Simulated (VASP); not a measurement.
Runs of VASP 6.6.1 on CsSnBr3. The structure is that of space group Pm-3m (No. 221), or close to it. The cells are those of the table. 

| task | level | potentials or basis | spin | cell | k mesh | cutoff (eV) | gap on the mesh (eV) | pressure (GPa) |
| --- | --- | --- | --- | --- | --- | --- | --- | --- |
| relaxation of cell and atoms | PBEsol | VASP PAW PBE potentials, release 64 (Cs_sv, Sn_d, Br) | off | relaxed from a = 5.769 Å, 5 atoms | 6 × 6 × 6 | 600 | 0.22 | 0.0 |
| band structure | PBE | VASP PAW PBE potentials, release 64 (Cs_sv, Sn_d, Br) | SOC, no magnetisation | a = 5.769 Å, 5 atoms | 4 × 4 × 4 | 520 | - | 1.5 |
| band structure | LDA | VASP PAW LDA potentials, release 64 (Cs_sv, Sn_d, Br) | off | a = 5.769 Å, 5 atoms | 6 × 6 × 6 | 520 | 0.22 | (a) |
| relaxation of cell and atoms | PBEsol | VASP PAW PBE potentials, release 64 (Cs_sv, Sn_d, Br) | off | relaxed from a = 5.839 Å, 5 atoms | 6 × 6 × 6 | 600 | 0.22 | 0.0 |
| band structure | PBE | VASP PAW PBE potentials, release 64 (Cs_sv, Sn_d, Br) | off | a = 5.769 Å, 5 atoms | 6 × 6 × 6 | 520 | 0.31 | 1.5 |

Alike in all rows: smearing gaussian 0.03 eV.

Problem. Fill in the values left out.

Solution. (a) -1.2.

Caveats: spin-orbit coupling is left out, which moves the levels of the heavy elements (at least some runs); the PAW data sets were made with another functional, which shifts forces and pressure a little (at least some runs); the relaxation stopped at its first step, so nothing moved (at least some runs).

A k mesh can miss the band edges, and rows without SOC leave out spin-orbit coupling on Br, Cs, Sn.
